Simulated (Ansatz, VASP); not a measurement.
**One calculation of CdSe, two programs**

Contents of POSCAR:

```
CdSe
1.0
    4.3399219990      0.0000000000      0.0000000000
   -2.1699609995      3.7584827016      0.0000000000
    0.0000000000      0.0000000000      7.0783849700
Cd Se
2 2
Direct
    0.3333333333      0.6666666667     -0.0185617075
    0.6666666667      0.3333333333      0.4814382925
    0.3333333333      0.6666666667      0.3945617075
    0.6666666667      0.3333333333      0.8945617075
```

The input INCAR.step1:

```
ALGO = Normal ; EDIFF = 1E-4
ENCUT = 520 ; GGA = PE
ISMEAR = 0 ; LASPH = True
LCHARG = False ; LREAL = False
LWAVE = True ; NBANDS = 26
NELM = 80 ; PREC = Accurate
SIGMA = 0.01
```

The input INCAR.step2:

```
ALGO = Normal ; EDIFF = 1E-6
ENCUT = 520 ; ISIF = 2
ISMEAR = 0 ; ISTART = 1
LASPH = True ; LCHARG = False
LMIXTAU = True ; LREAL = False
LWAVE = False ; METAGGA = R2SCAN
NBANDS = 26 ; NELM = 80
PREC = Accurate ; SIGMA = 0.01
```

Contents of KPOINTS:

```
k-points
0
Gamma
  9 9 4
```

Input for Ansatz:

```yaml
crystal:
  lattice:
    - [4.339921999, 0.0, 0.0]
    - [-2.1699609995, 3.7584827016, 0.0]
    - [0.0, 0.0, 7.07838497]
  atoms:
    - { symbol: Cd, position: [0.3333333333, 0.6666666667, -0.0185617075] }
    - { symbol: Cd, position: [0.6666666667, 0.3333333333, 0.4814382925] }
    - { symbol: Se, position: [0.3333333333, 0.6666666667, 0.3945617075] }
    - { symbol: Se, position: [0.6666666667, 0.3333333333, 0.8945617075] }
basis:
  ecutwfc: 500
  xc_grid: 2
kpoints:
  mp_grid: { grid: [9, 9, 4] }
hamiltonian:
  xc: r2scan
  pseudopotentials: { kind: paw, azcp: { folder: soft_1 } }
scf:
  occupations: { method: fixed }
output:
  forces: true
  stress: true
  eigenvalues: true
  polarization: {}
```

Change from the starting cell: polar distortion scaled by 0.70.

Alike in both runs: task single point; functional r2SCAN; k mesh 9 × 9 × 4; no spin polarisation.

|  | VASP | Ansatz |
| --- | --- | --- |
| version | VASP 6.6.1 | Ansatz 0.2.0 |
| potentials or method | VASP PAW PBE potentials, release 64 (Cd, Se), cutoff 520 eV | scalar-relativistic, plane waves, PAW |
| occupations | gaussian, width 0.01 eV | fixed |
| valence electrons in the cell | 36 | 72 |

Ansatz gave:

| Property | Result |
| --- | --- |
| gap on the k mesh at the Fermi level (eV) | 1.21 |
| least direct gap on the mesh (eV) | 1.21 |
| pressure (GPa) | 1.0 |
| traceless stress, the component that is largest in VASP (GPa) | -3.35 |
| rms of the force components (eV/Å) | 0.369 |

Question: Estimate VASP's values.

Answer: gap on the k mesh at the Fermi level (eV): 1.20; least direct gap on the mesh (eV): 1.20; pressure (GPa): 1.2; traceless stress, the component that is largest in VASP (GPa): -3.48; rms of the force components (eV/Å): 0.378.

VASP's potentials were made for PBE, not for r2SCAN. Atom by atom the forces differ by 0.010 eV/Å (rms over components). VASP's potentials hold 36 valence electrons a cell and Ansatz's 72, so a difference there can come from the potentials and not from the codes.
